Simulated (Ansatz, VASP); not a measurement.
# CdSe: VASP beside Ansatz

```
Cd Se
1.0
     0.00000    3.07027    3.07027
     3.07027    0.00000    3.07027
     3.07027    3.07027    0.00000
Cd Se
1 1
Direct
  0.00000 0.00000 0.00000
  0.25000 0.25000 0.25000
```

Alike in both runs: task relaxation of cell and atoms; functional RPBE; dispersion D3(BJ); k mesh 8 × 8 × 8; occupations fermi-dirac, width 0.05 eV; no spin polarisation.

|  | VASP | Ansatz |
| --- | --- | --- |
| version | VASP 6.6.1 | Ansatz 0.2.0 |
| potentials or method | VASP PAW PBE potentials, release 64 (Cd, Se) | Ansatz PAW |
| plane-wave cutoff (eV) | 600 | 420 |
| valence electrons in the cell | 18 | 36 |

|  | VASP | Ansatz | Ansatz less VASP |
| --- | --- | --- | --- |
| gap on the k mesh at the Fermi level, each at its own relaxed structure (eV) | 0.92 | 0.93 | +0.010 |
| relaxed volume (Å³/atom) | 26.40 | 26.25 | -0.146 |
| relaxed cell length with the largest relative difference (Å) | 4.211 | 4.203 | -0.0078 |

VASP's potentials were made for PBE, not for RPBE. VASP's potentials hold 18 valence electrons a cell and Ansatz's 36, so a difference there can come from the potentials and not from the codes.

Noted on Ansatz's run: the plane-wave basis is chosen anew once the cell has moved, so the energies of steps on either side of that aren't comparable.
